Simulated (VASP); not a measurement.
Here is a VASP 6.6.1 calculation.

POSCAR

```
C
1.0
    2.5221000000      0.0000000000      0.0000000000
   -1.2610500000      2.1842026709      0.0000000000
    0.0000000000      0.0000000000      8.2371000000
C
8
Direct
    0.6666666667      0.3333333333      0.8437500000
    0.3333333333      0.6666666667      0.3437500000
    0.6666666667      0.3333333333      0.6562500000
    0.3333333333      0.6666666667      0.1562500000
    0.0000000000      0.0000000000      0.9062500000
    0.0000000000      0.0000000000      0.4062500000
    0.0000000000      0.0000000000      0.5937500000
    0.0000000000      0.0000000000      0.0937500000
```

The input INCAR.step1:

```
SYSTEM = C
ALGO = Normal
EDIFF = 1E-4
ENCUT = 520
GGA = PE
ISMEAR = -1
LASPH = .True.
LCHARG = .False.
LREAL = .False.
LWAVE = .True.
NBANDS = 26
NELM = 100
PREC = Accurate
SIGMA = 0.05
```

INCAR.step2

```
SYSTEM = C
ALGO = Normal
BPARAM = 11.95
CPARAM = 0.0093
EDIFF = 1E-6
ENCUT = 520
ISIF = 2
ISMEAR = -1
ISTART = 1
IVDW_NL = 2
LASPH = .True.
LCHARG = .False.
LMIXTAU = .True.
LREAL = .False.
LUSE_VDW = .True.
LWAVE = .False.
METAGGA = R2SCAN
NBANDS = 26
NELM = 100
PREC = Accurate
SIGMA = 0.05
```

The input KPOINTS:

```
k-points
0
Gamma
  12 12 4
  0 0 0
```

Potentials or basis: VASP PAW PBE potentials, release 64 (C).

Launch:

```bash
$ cat potpaw_PBE.64/C/POTCAR > POTCAR
$ cp INCAR.step1 INCAR
$ mpirun -np 1 vasp_std > vasp.out
$ cp INCAR.step2 INCAR
$ mpirun -np 1 vasp_std > vasp.out
```

(1) Estimate the band gap on the k mesh.

(2) Predict the largest force.

## Answers

(1) 4.58 eV, indirect (least direct gap 5.40 eV).

(2) 0.363 eV/Å.

Caveat: the PAW data sets were made with another functional, which shifts forces and pressure a little.
